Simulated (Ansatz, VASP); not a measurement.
GaP in VASP and in Ansatz

```
CELL_PARAMETERS angstrom
0.00000 2.72525 2.77976
2.72525 0.00000 2.77976
2.72525 2.72525 0.00000
ATOMIC_POSITIONS crystal
Ga 0.00000 0.00000 0.00000
P 0.75000 0.75000 0.75000
```

Change from the starting cell: zz strain of +2 %, crystal datasets.

Alike in both runs: task electric field gradients; functional PBE; k mesh 10 × 10 × 10; occupations fermi-dirac, width 0.05 eV; no spin polarisation.

|  | VASP | Ansatz |
| --- | --- | --- |
| version | VASP 6.6.1 | Ansatz 0.2.0 |
| potentials or method | VASP PAW PBE potentials, release 64 (Ga_d, P), cutoff 520 eV | all-electron PAW with datasets made for the crystal, scalar-relativistic |

Ansatz gave:

- pressure (GPa): 0.8
- traceless stress, the component that is largest in VASP (GPa): -1.00
- size of Vzz on the site where it differs most (V/Å²): 4.0

Q: Which values does VASP return?

A: Pressure (GPa): 0.8; traceless stress, the component that is largest in VASP (GPa): -1.00; size of Vzz on the site where it differs most (V/Å²): 3.3.

Ansatz ran all-electron here, and VASP with PAW potentials.
